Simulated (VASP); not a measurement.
## Ti: single point with PBEsol

Crystal: Ti.

```
Ti
1.0
    -1.66967    1.66967    1.66967
     1.66967   -1.66967    1.66967
     1.66967    1.66967   -1.66967
Ti
1
Cartesian
  0.0000 0.0000 0.0000
```

```
Program             : VASP 6.6.1
Task                : single point
Functional          : PBEsol
Potentials or basis : VASP PAW PBE potentials, release 64 (Ti_sv)
Cutoff              : 520 eV
k mesh              : 12 × 12 × 12
Occupations         : fermi-dirac, width 0.3 eV
Spin                : no spin polarisation
```

The pressure is -8.4 GPa. The band gap on the k mesh is zero (band 6 reaches 8.21 eV, above the bottom of band 7 at 6.70 eV).

Levels at points of the mesh, in eV from the Fermi level:
```csv
k point,band 3,band 4,band 5,band 6,band 7,band 8,band 9,band 10
"(0.00, 0.00, 0.00)",-32.45,-32.45,-5.84,0.91,0.91,0.91,2.54,2.54
"(0.50, 0.00, 0.00)",-32.63,-32.46,-2.32,-0.36,0.92,2.51,2.84,3.92
"(0.50, 0.50, 0.50)",-32.83,-32.83,-1.91,-1.91,3.60,3.60,3.60,7.78
```

Run time: 11 s on 1 thread of Intel Xeon 6975P-C, on a shared host, peak memory 0.14 GiB.

Caveat: the PAW data sets were made with another functional, which shifts forces and pressure a little.
